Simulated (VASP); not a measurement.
# LiRe3 (Fm-3m) in VASP: notebook

LiRe3 is run at these levels: LDA, PBEsol, PBE; tasks: single point.

All numbers are computed with VASP 6.6.1; they aren't measurements. Logs are shortened: lines on timing, memory, paths and dates and some standing lists are left out, and cuts for length are marked.

**1. The cell of the first run**

It takes space group Fm-3m (No. 225, cubic). Conventional cell: a = 6.106 Å, b = 6.106 Å, c = 6.106 Å, α = 90.00°, β = 90.00°, γ = 90.00°. Re (site symmetry m-3m) has 8 Re at 2.64 Å and 6 Li at 3.05 Å within 3.5 Å. Within 3.5 Å of Re (site symmetry -43m) lie 10 Re at 2.64 to 3.05 Å and 4 Li at 2.64 Å. Within 3.5 Å of Li (site symmetry m-3m) lie 14 Re at 2.64 to 3.05 Å.

**2. Single point, LDA**

INCAR

```
PREC     = Accurate       # precision mode
ENCUT    = 520            # plane-wave cutoff, eV
EDIFF    = 1E-7           # SCF threshold, eV
ISMEAR   = 0              # smearing method
SIGMA    = 0.005          # smearing width, eV
LREAL    = False          # projectors in reciprocal space
LASPH    = True           # aspherical terms in the spheres
NELM     = 60             # most SCF steps
ALGO     = Fast           # electronic algorithm
ISIF     = 2              # what is computed and relaxed
LWAVE    = False          # write WAVECAR
LCHARG   = False          # write CHGCAR
NBANDS   = 20             # bands
```

KPOINTS

```
regular mesh
0
Gamma
  6 6 6
```

POSCAR

```
LiRe3
1.0
    0.0000000000      3.0528810000      3.0528810000
    3.0528810000      0.0000000000      3.0528810000
    3.0528810000      3.0528810000      0.0000000000
Re Li
3 1
Direct
    0.5000000000      0.5000000000      0.5000000000
    0.2500000000      0.2500000000      0.2500000000
    0.7500000000      0.7500000000      0.7500000000
    0.0000000000      0.0000000000      0.0000000000
```

Potentials or basis: VASP PAW LDA potentials, release 64 (Re, Li_sv).

Launch:

```bash
$ cat potpaw_LDA.64/Re/POTCAR potpaw_LDA.64/Li_sv/POTCAR > POTCAR
$ mpirun -np 1 vasp_std > vasp.out
```

OUTCAR:

```text
PREC = Accurate
   ENCUT = 520
   EDIFF = 1E-7
   ISMEAR = 0
   LREAL = False
   LASPH = True
   NELM = 60
   ISIF = 2

 ion  position               nearest neighbor table
   1  0.500  0.500  0.500-   2 2.64   3 2.64   2 2.64   2 2.64   2 2.64   3 2.64   3 2.64   3 2.64

   2  0.250  0.250  0.250-   1 2.64   4 2.64   4 2.64   4 2.64   4 2.64   1 2.64   1 2.64   1 2.64
                             3 3.05   3 3.05   3 3.05   3 3.05   3 3.05   3 3.05
   3  0.750  0.750  0.750-   1 2.64   4 2.64   1 2.64   1 2.64   1 2.64   4 2.64   4 2.64   4 2.64
                             2 3.05   2 3.05   2 3.05   2 3.05   2 3.05   2 3.05
   4  0.000  0.000  0.000-   2 2.64   3 2.64   3 2.64   3 2.64   3 2.64   2 2.64   2 2.64   2 2.64

  LATTYP: Found a face centered cubic cell.
 ALAT       =     6.1057620000

  Lattice vectors:

 A1 = (   0.0000000000,   3.0528810000,   3.0528810000)
 A2 = (   3.0528810000,   0.0000000000,   3.0528810000)
 A3 = (   3.0528810000,   3.0528810000,   0.0000000000)

Analysis of symmetry for initial positions (statically):
=====================================================================
 Subroutine PRICEL returns:
 Original cell was already a primitive cell.

 Routine SETGRP: Setting up the symmetry group for a
 face centered cubic supercell.

 Subroutine GETGRP returns: Found 48 space group operations
 (whereof 48 operations were pure point group operations)
 out of a pool of 48 trial point group operations.

The static configuration has the point symmetry O_h .

Analysis of symmetry for dynamics (positions and initial velocities):
=====================================================================
 Subroutine PRICEL returns:
 Original cell was already a primitive cell.

 Routine SETGRP: Setting up the symmetry group for a
 face centered cubic supercell.

 Subroutine GETGRP returns: Found 48 space group operations
 (whereof 48 operations were pure point group operations)
 out of a pool of 48 trial point group operations.

The dynamic configuration has the point symmetry O_h .

 Subroutine INISYM returns: Found 48 space group operations
 (whereof 48 operations are pure point group operations),
 and found     1 'primitive' translations

----------------------------------------------------------------------------------------

                                     Primitive cell

  volume of cell :      56.9062

  direct lattice vectors                    reciprocal lattice vectors
     0.000000000  3.052881000  3.052881000    -0.163779722  0.163779722  0.163779722
     3.052881000  0.000000000  3.052881000     0.163779722 -0.163779722  0.163779722
     3.052881000  3.052881000  0.000000000     0.163779722  0.163779722 -0.163779722

  length of vectors
     4.317425715  4.317425715  4.317425715     0.283674799  0.283674799  0.283674799

  position of ions in fractional coordinates (direct lattice)
     0.500000000  0.500000000  0.500000000
     0.250000000  0.250000000  0.250000000
     0.750000000  0.750000000  0.750000000
     0.000000000  0.000000000  0.000000000

  ion indices of the primitive-cell ions
   primitive index   ion index
                 1           1
                 2           2
                 3           3
                 4           4

----------------------------------------------------------------------------------------

 KPOINTS: regular mesh

Automatic generation of k-mesh.
 Grid dimensions read from file:
 generate k-points for:    6    6    6

 Generating k-lattice:

  Cartesian coordinates                     Fractional coordinates (reciprocal lattice)
    -0.027296620  0.027296620  0.027296620     0.166666667  0.000000000  0.000000000
     0.027296620 -0.027296620  0.027296620     0.000000000  0.166666667  0.000000000
     0.027296620  0.027296620 -0.027296620     0.000000000  0.000000000  0.166666667

  Length of vectors
     0.047279133  0.047279133  0.047279133

  Shift w.r.t. Gamma in fractional coordinates (k-lattice)
     0.000000000  0.000000000  0.000000000

 Subroutine IBZKPT returns following result:
 ===========================================

 Found     16 irreducible k-points:

 Following reciprocal coordinates:
            Coordinates               Weight
  0.000000  0.000000  0.000000      1.000000
  0.166667  0.000000  0.000000      8.000000
  0.333333  0.000000  0.000000      8.000000
  0.500000  0.000000  0.000000      4.000000
  0.166667  0.166667  0.000000      6.000000
  0.333333  0.166667  0.000000     24.000000
[... 8 lines left out ...]
 -0.333333  0.333333  0.166667     24.000000
 -0.333333  0.500000  0.166667     12.000000
   k-points           NKPTS =     16   k-points in BZ     NKDIM =     16   number of bands    NBANDS=     20
   number of dos      NEDOS =    301   number of ions     NIONS =      4
   total plane-waves  NPLWV =  32768
   dimension x,y,z NGX =    32 NGY =   32 NGZ =   32
   dimension x,y,z NGXF=    64 NGYF=   64 NGZF=   64
   ions per type =               3   1
   NGX,Y,Z   is equivalent  to a cutoff of  12.32, 12.32, 12.32 a.u.
   NGXF,Y,Z  is equivalent  to a cutoff of  24.64, 24.64, 24.64 a.u.
 SYSTEM =  unknown system
   PREC   = accura    normal or accurate (medium, high low for compatibility)
   ISTART =      0    job   : 0-new  1-cont  2-samecut
   ICHARG =      2    charge: 1-file 2-atom 10-const
   ISPIN  =      1    spin polarized calculation?
   LNONCOLLINEAR =      F non collinear calculations
   LSORBIT =      F    spin-orbit coupling
   LASPH  =      T    aspherical Exc in radial PAW
   ENCUT  =  520.0 eV  38.22 Ry    6.18 a.u.   8.03  8.03  8.03*2*pi/ulx,y,z
   NELM   =     60;   NELMIN=  2; NELMDL= -5     # of ELM steps
   EDIFF  = 0.1E-06   stopping-criterion for ELM
   LREAL  =      F    real-space projection
   EDIFFG = 0.1E-05   stopping-criterion for IOM
   NSW    =      0    number of steps for IOM
   IBRION =     -1    ionic relax: 0-MD 1-quasi-New 2-CG
   NFREE  =      0    steps in history (QN), initial steepest desc. (CG)
   ISIF   =      2    stress and relaxation
   ISYM   =      2    0-nonsym 1-usesym 2-fastsym
   POTIM  = 0.5000    time-step for ionic-motion
   TEBEG  =    0.0;   TEEND  =   0.0 temperature during run
   PSTRESS=    0.0 pullay stress
   NELECT =      24.0000    total number of electrons
   NUPDOWN=      -1.0000    fix difference up-down
   EMIN   =  10.00;   EMAX   =-10.00  energy-range for DOS
   EFERMI =   0.00;   METHOD = LEGACY
   ISMEAR =     0;   SIGMA  =   0.01  broadening in eV -4-tet -1-fermi 0-gaus
   EFERMI_NEDOS =   21; number of points for ismear=-14 and -15
   IALGO  =     68    algorithm
   IMIX   =      4    mixing-type and parameters
     AMIX     =   0.40;   BMIX     =  1.00
     AMIX_MAG =   1.60;   BMIX_MAG =  1.00
  volume/ion in A,a.u.               =      14.23        96.01
  Fermi-wavevector in a.u.,A,eV,Ry     =   1.227699  2.320015 20.507324  1.507246
  Thomas-Fermi vector in A             =   2.362653
   LORBIT       =      0    0 simple, 1 ext, 2 COOP (PROOUT), +10 PAW based schemes
   GGA     = CA    functional components
   LHFCALC =     F    Hartree Fock is set to
   AEXX    =    0.0000 exact exchange contribution
   IVDW    =     0    specifies the selected vdW correction
   LEPSILON=     F    determine dielectric tensor
   LRPA    =     F    only Hartree local field effects (RPA)
 non-spin polarized calculation
 RMM-DIIS sequential band-by-band and
 Gauss-broadening in eV      SIGMA  =   0.01
  energy-cutoff  :      520.00
  volume of cell :       56.91
 maximum number of plane-waves:      1544
   NGX = 17   NGY = 17   NGZ = 17

 number of electron      23.9999990 magnetization

 Free energy of the ion-electron system (eV)
  ---------------------------------------------------
  ext. energy  EPLUGINS =         0.00000000
  ---------------------------------------------------
  free energy    TOTEN  =       -42.35474589 eV

  energy without entropy =      -42.35441638  energy(sigma->0) =      -42.35458114

 E-fermi :   6.2777     XC(G=0): -12.7791

 val. band max:        6.2764394881   @ k =   0.3333   0.0000   0.0000
 cond. band min:       6.4406334465   @ k =  -0.1667   0.1667   0.0000
 fundamental gap:      0.1641939584
 Fermi energy:         6.2777088040

 k-point     1 :       0.0000    0.0000    0.0000
  band No.  band energies     occupation
      1     -37.2832      2.00000
      2      -2.2058      2.00000
      3       1.4339      2.00000
      4       1.4339      2.00000
      5       2.9275      2.00000
      6       2.9275      2.00000
[... 12 lines left out ...]
     19      14.4280      0.00000
     20      14.8503      0.00000

 k-point     2 :       0.1667    0.0000    0.0000
  band No.  band energies     occupation
      1     -37.2830      2.00000
      2      -1.7870      2.00000
      3       1.6010      2.00000
      4       1.6010      2.00000
      5       2.6115      2.00000
      6       3.0121      2.00000
[... 12 lines left out ...]
     19      14.6820      0.00000
     20      14.7284      0.00000

 k-point     3 :       0.3333    0.0000    0.0000
  band No.  band energies     occupation
      1     -37.2824      2.00000
      2      -0.6810      2.00000
      3       2.0641      2.00000
      4       2.0641      2.00000
      5       2.4940      2.00000
      6       2.9675      2.00000
[... 12 lines left out ...]
     19      15.1206      0.00000
     20      15.2864      0.00000

 k-point     4 :       0.5000    0.0000    0.0000
  band No.  band energies     occupation
      1     -37.2821      2.00000
      2       0.2368      2.00000
      3       2.2776      2.00000
      4       2.4161      2.00000
      5       2.4161      2.00000
      6       2.6679      2.00000
[... 245 lines left out ...]
 k-point    15 :      -0.3333    0.3333    0.1667
  band No.  band energies     occupation
      1     -37.2818      2.00000
      2       0.8325      2.00000
      3       1.2561      2.00000
      4       2.0011      2.00000
      5       2.0664      2.00000
      6       3.0709      2.00000
[... 12 lines left out ...]
     19      10.9455      0.00000
     20      11.0826      0.00000

 k-point    16 :      -0.3333    0.5000    0.1667
  band No.  band energies     occupation
      1     -37.2818      2.00000
      2       1.0673      2.00000
      3       1.1037      2.00000
      4       1.4450      2.00000
      5       2.3412      2.00000
      6       3.1627      2.00000
[... 12 lines left out ...]
     19       9.8294      0.00000
     20      10.1607      0.00000

------------------------ aborting loop because EDIFF is reached ----------------------------------------

  FORCE on cell =-STRESS in cart. coord.  units (eV):
  Direction    XX          YY          ZZ          XY          YZ          ZX
  --------------------------------------------------------------------------------------
  -------------------------------------------------------------------------------------
  Total       -5.3130967     -5.3130967     -5.3130967      0.0000000      0.0000000      0.0000000
  in kB     -149.5886634   -149.5886634   -149.5886634      0.0000000      0.0000000      0.0000000
  external PRESSURE =    -149.5886634 kB  Pullay stress =       0.0000000 kB

 VOLUME and BASIS-vectors are now :
 -----------------------------------------------------------------------------
  energy-cutoff  :      520.00
  volume of cell :       56.91
      direct lattice vectors                 reciprocal lattice vectors
     0.000000000  3.052881000  3.052881000    -0.163779722  0.163779722  0.163779722
     3.052881000  0.000000000  3.052881000     0.163779722 -0.163779722  0.163779722
     3.052881000  3.052881000  0.000000000     0.163779722  0.163779722 -0.163779722

 POSITION                                       TOTAL-FORCE (eV/Angst)
 -----------------------------------------------------------------------------------
      3.05288      3.05288      3.05288         0.000000      0.000000     -0.000000
      1.52644      1.52644      1.52644         0.000000      0.000000      0.000000
      4.57932      4.57932      4.57932        -0.000000     -0.000000     -0.000000
      0.00000      0.00000      0.00000         0.000000      0.000000     -0.000000
 -----------------------------------------------------------------------------------
    total drift:                               -0.000000     -0.000000      0.000000

  FREE ENERGIE OF THE ION-ELECTRON SYSTEM (eV)
  ---------------------------------------------------
  free  energy   TOTEN  =       -42.3547458942 eV

  energy  without entropy=      -42.3544163783  energy(sigma->0) =      -42.35458114
```

Run time: 32 s. Hardware: 1 thread of AMD EPYC 9R45 (Zen 5), shared host; peak memory 0.13 GiB.

What came out:

```
Free energy            : -42.3547 eV
Band gap on the k mesh : zero (band 12 reaches 8.27 eV, above the bottom of band 13 at 5.68 eV)
```

Levels at points of the mesh, in eV from the Fermi level:
```csv
k point,band 9,band 10,band 11,band 12,band 13,band 14,band 15,band 16
"(0.00, 0.00, 0.00)",-2.56,-2.56,1.99,1.99,1.99,2.05,2.05,2.94
"(0.50, 0.00, 0.00)",-1.72,-1.72,-0.63,-0.63,-0.60,1.89,1.89,2.46
"(0.50, 0.50, 0.00)",-1.12,-0.77,-0.77,0.98,0.98,1.32,1.56,2.80
```

Caveat: the cutoff is under 1.25 times the usual one of these potentials, so pressure, stress and relaxed cells hold a basis-set (Pulay) error; spin-orbit coupling is left out, which moves the levels of the heavy elements.

**3. Single point, PBEsol**

INCAR

```
SYSTEM = LiRe3
PREC = Accurate ; ENCUT = 520
EDIFF = 1E-7 ; ISMEAR = 1
SIGMA = 0.05 ; LREAL = .False.
LASPH = .True. ; NELM = 60
ALGO = Normal ; ISIF = 2
LWAVE = .False. ; LCHARG = .False.
GGA = PS ; NBANDS = 20
```

KPOINTS

```
Automatic mesh
0
Gamma
  6 6 6
  0 0 0
```

POSCAR is that of step 2.

Potentials or basis: VASP PAW PBE potentials, release 64 (Re, Li_sv).

Launch:

```bash
$ cat potpaw_PBE.64/Re/POTCAR potpaw_PBE.64/Li_sv/POTCAR > POTCAR
$ mpirun -np 1 vasp_std > vasp.out
```

It took 16 s on 1 thread of AMD EPYC 9R45 (Zen 5), shared host; peak memory 0.15 GiB.

The run converged. Its results:

```
Free energy            : -41.0359 eV
Band gap on the k mesh : zero (band 12 reaches 8.18 eV, above the bottom of band 13 at 5.57 eV)
```

Levels at points of the mesh, in eV from the Fermi level:
```tsv
k point	band 9	band 10	band 11	band 12	band 13	band 14	band 15	band 16
(0.00, 0.00, 0.00)	-2.60	-2.60	1.97	1.97	1.97	2.06	2.06	2.95
(0.50, 0.00, 0.00)	-1.77	-1.77	-0.65	-0.65	-0.64	1.89	1.89	2.46
(0.50, 0.50, 0.00)	-1.13	-0.78	-0.78	0.87	0.87	1.31	1.55	2.81
```

Caveat: the cutoff is under 1.25 times the usual one of these potentials, so pressure, stress and relaxed cells hold a basis-set (Pulay) error; the PAW data sets were made with another functional, which shifts forces and pressure a little; spin-orbit coupling is left out, which moves the levels of the heavy elements.

(Continued in part 2 of 2.)
